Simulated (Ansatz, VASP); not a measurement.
# InAs: VASP beside Ansatz

```xyz
2
Lattice="0.0000 3.0884 3.0884 3.0884 0.0000 3.0884 3.0884 3.0884 0.0000" Properties=species:S:1:pos:R:3 pbc="T T T"
In    0.0000    0.0000    0.0000
As    1.5442    1.5442    1.5442
```

Change from the starting cell: volume scaled by 1.06, ions relaxed.

Alike in both runs: functional PBE; k mesh 13 × 13 × 13; occupations fermi-dirac, width 0.05 eV; no spin polarisation.

Ansatz relaxed the structure, and its values are those at the end. VASP's run is a single point on that final structure, the one shown.

```csv
,VASP,Ansatz
version,VASP 6.6.1,Ansatz 0.2.0
potentials or method,"VASP PAW PBE potentials, release 64 (In_d, As)","plane-wave PAW, scalar-relativistic"
plane-wave cutoff (eV),520,420
valence electrons in the cell,18,28
```

```csv
,VASP,Ansatz,Ansatz less VASP
pressure (GPa),0.3,0.2,-0.04
```

With one functional, cell and mesh, what is left measures potentials, basis and numerics. VASP's potentials hold 18 valence electrons a cell and Ansatz's 28, so a difference there can come from the potentials and not from the codes. Ansatz's warnings: stress scf threshold loose.
